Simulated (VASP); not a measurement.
Here is a VASP 6.6.1 calculation.

The input INCAR:

```
SYSTEM = AlGa3N4
PREC = Accurate
ENCUT = 520
EDIFF = 1E-7
ISMEAR = 0
SIGMA = 0.05
LREAL = .FALSE.
LASPH = .TRUE.
NELM = 100
ALGO = Normal
ISIF = 2
LWAVE = .FALSE.
LCHARG = .TRUE.
GGA = PS
LELF = .TRUE.
LVHAR = .TRUE.
NBANDS = 41
```

KPOINTS

```
Automatic mesh
0
G
  6 6 6
  0 0 0
```

POSCAR

```
AlGa3N4
1.0
    4.2442465439      0.0000000000      0.0000000000
    0.0000000000      4.2442465439      0.0000000000
    0.0000000000      0.0000000000      4.5793186394
Al Ga N
1 3 4
Direct
    0.0000000000      0.0000000000      0.0000000000
    0.5000000000      0.5000000000      0.0000000000
    0.5000000000      0.0000000000      0.5000000000
    0.0000000000      0.5000000000      0.5000000000
    0.7550309200      0.7550309200      0.2449690800
    0.7550309200      0.2449690800      0.7550309200
    0.2449690800      0.7550309200      0.7550309200
    0.2449690800      0.2449690800      0.2449690800
```

Potentials or basis: VASP PAW PBE potentials, release 64 (Al, Ga_d, N).

Run with:

```sh
$ cat potpaw_PBE.64/Al/POTCAR potpaw_PBE.64/Ga_d/POTCAR potpaw_PBE.64/N/POTCAR > POTCAR
$ mpirun -np 1 vasp_std > vasp.out
```

Task: What does it give for the pressure?

Result: 16.9 GPa.

Task: Predict the largest force.

Result: 0.088 eV/Å.

Forces on the atoms (eV/Å):
```
Al   0.000  0.000  0.000
Ga   0.000  0.000  0.000
Ga   0.000  0.000  0.000
Ga   0.000  0.000  0.000
N    0.038  0.038  0.070
N    0.038 -0.038 -0.070
N   -0.038  0.038 -0.070
N   -0.038 -0.038  0.070
```

Caveat: the cell differs from its parent crystal (strain -0.050 along x and y, +0.025 along z); the stress differs along the axes, from 10 to 21 GPa; the PAW data sets were made with another functional, which shifts forces and pressure a little.
